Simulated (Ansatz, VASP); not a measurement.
# K in VASP and in Ansatz

INCAR

```
PREC = Accurate
ENCUT = 520
EDIFF = 1E-6
ISMEAR = -1
SIGMA = 0.05
LREAL = False
LASPH = True
NELM = 100
ALGO = Normal
ISIF = 2
LWAVE = False
LCHARG = False
GGA = PE
NBANDS = 16
```

KPOINTS

```
Automatic mesh
0
Gamma
  10 10 10
```

File POSCAR:

```
K
1.0
   -4.0718575606      4.0718575606      2.1993142860
    4.0718575606     -4.0718575606      2.1993142860
    4.0718575606      4.0718575606     -2.1993142860
K
2
Direct
   -0.3750000000     -0.1250000000     -0.2500000000
    0.3750000000      0.1250000000      0.2500000000
```

Input for Ansatz:

```yaml
crystal:
  lattice:
    - [-4.0718575606, 4.0718575606, 2.199314286]
    - [4.0718575606, -4.0718575606, 2.199314286]
    - [4.0718575606, 4.0718575606, -2.199314286]
  atoms:
    - { symbol: K, position: [-0.375, -0.125, -0.25] }
    - { symbol: K, position: [0.375, 0.125, 0.25] }
kpoints:
  mp_grid: { grid: [10, 10, 10] }
scf:
  occupations: { method: fermi_dirac, width: 0.05 }
hamiltonian:
  xc: pbe
  pseudopotentials: { kind: all_electron, lapw: { basis_error: 0.001 } }
output:
  forces: true
  stress: true
  eigenvalues: true
  populations: true
```

Change from the starting cell: volume scaled by 0.95, LAPW.

Alike in both runs: task single point; functional PBE; k mesh 10 × 10 × 10; occupations fermi-dirac, width 0.05 eV; no spin polarisation.

|  | VASP | Ansatz |
| --- | --- | --- |
| version | VASP 6.6.1 | Ansatz 0.2.0 |
| potentials or method | VASP PAW PBE potentials, release 64 (K_sv), cutoff 520 eV | all-electron LAPW, scalar-relativistic |

|  | VASP | Ansatz | Ansatz less VASP |
| --- | --- | --- | --- |
| pressure (GPa) | 0.2 | 0.2 | +0.01 |

Ansatz ran all-electron here, and VASP with PAW potentials.
